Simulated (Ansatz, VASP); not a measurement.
Two plane-wave programs on Cu12HF

File INCAR:

```
PREC     = Accurate       # precision mode
ENCUT    = 520            # plane-wave cutoff, eV
EDIFF    = 1E-7           # SCF threshold, eV
ISMEAR   = 0              # smearing method
SIGMA    = 0.1            # smearing width, eV
LREAL    = False          # projectors in reciprocal space
LASPH    = True           # aspherical terms in the spheres
NELM     = 60             # most SCF steps
ALGO     = Normal         # electronic algorithm
ISIF     = 2              # what is computed and relaxed
LWAVE    = False          # write WAVECAR
LCHARG   = True           # write CHGCAR
LDIPOL   = True         
IDIPOL   = 3            
DIPOL    = 0.5 0.5 0.292
GGA      = PE             # functional
LELF     = True           # ELF
LVHAR    = True         
LVACPOTAV= True         
NBANDS   = 83             # bands
```

KPOINTS

```
regular mesh
0
Gamma
  6 6 1
```

POSCAR

```
Cu12HF
1.0
    5.1319544646      0.0000000000      0.0000000000
   -2.5659772323      4.4444029374      0.0000000000
    0.0000000000      0.0000000000     22.1215701967
Cu F H
12 1 1
Direct
    0.3333333333      0.1666666667      0.1808189909
    0.3333333333      0.6666666667      0.1808189909
    0.8333333333      0.1666666667      0.1808189909
    0.8333333333      0.6666666667      0.1808189909
    0.1666666667      0.3333333333      0.2739718312
    0.1666666667      0.8333333333      0.2739718312
    0.6666666667      0.3333333333      0.2739718312
    0.6666666667      0.8333333333      0.2739718312
    0.0000000000      0.0000000000      0.3671335319
    0.0000000000      0.5000000000      0.3671335319
    0.5000000000      0.0000000000      0.3671335319
    0.5000000000      0.5000000000      0.3671335319
    0.2866453973      0.2133546027      0.4032973300
    0.3800212694      0.1199787306      0.4032973300
```

Input for Ansatz:

```yaml
crystal:
  lattice:
    - [5.1319544646, 0.0, 0.0]
    - [-2.5659772323, 4.4444029374, 0.0]
    - [0.0, 0.0, 22.1215701967]
  atoms:
    - { symbol: Cu, position: [0.3333333333, 0.1666666667, 0.1808189909] }
    - { symbol: Cu, position: [0.3333333333, 0.6666666667, 0.1808189909] }
    - { symbol: Cu, position: [0.8333333333, 0.1666666667, 0.1808189909] }
    - { symbol: Cu, position: [0.8333333333, 0.6666666667, 0.1808189909] }
    - { symbol: Cu, position: [0.1666666667, 0.3333333333, 0.2739718312] }
    - { symbol: Cu, position: [0.1666666667, 0.8333333333, 0.2739718312] }
    - { symbol: Cu, position: [0.6666666667, 0.3333333333, 0.2739718312] }
    - { symbol: Cu, position: [0.6666666667, 0.8333333333, 0.2739718312] }
    - { symbol: Cu, position: [0.0, 0.0, 0.3671335319] }
    - { symbol: Cu, position: [0.0, 0.5, 0.3671335319] }
    - { symbol: Cu, position: [0.5, 0.0, 0.3671335319] }
    - { symbol: Cu, position: [0.5, 0.5, 0.3671335319] }
    - { symbol: F, position: [0.2866453973, 0.2133546027, 0.40329733] }
    - { symbol: H, position: [0.3800212694, 0.1199787306, 0.40329733] }
basis:
  ecutwfc: 420
kpoints:
  mp_grid: { grid: [6, 6, 1] }
hamiltonian:
  xc: pbe
  pseudopotentials: { kind: paw, azcp: { folder: soft_1 } }
scf:
  occupations: { method: gaussian, width: 0.1 }
output:
  forces: true
  eigenvalues: true
  write_density: true
  write_potential: true
  elf: true
  volumetric_format: npy
efield:
  axis: 3
  dipole_correction: true
  ramp_width: 0.04
```

Alike in both runs: task single point; functional PBE; k mesh 6 × 6 × 1; occupations gaussian, width 0.1 eV; no spin polarisation.

```csv
,VASP,Ansatz
version,VASP 6.6.1,Ansatz 0.2.0
potentials or method,"VASP PAW PBE potentials, release 64 (Cu, F, H), cutoff 520 eV","scalar-relativistic, plane waves, PAW"
valence electrons in the cell,140,236
```

|  | VASP | Ansatz | Ansatz less VASP |
| --- | --- | --- | --- |
| rms of the force components (eV/Å) | 5.134 | 4.785 | -0.3495 |
| work function, face that differs most (eV) | 4.70 | 4.72 | +0.025 |

Atom by atom the forces differ by 0.387 eV/Å (rms over components). VASP's potentials hold 140 valence electrons a cell and Ansatz's 236, so a difference there can come from the potentials and not from the codes. Ansatz's warnings: xc potential rough in thin density.
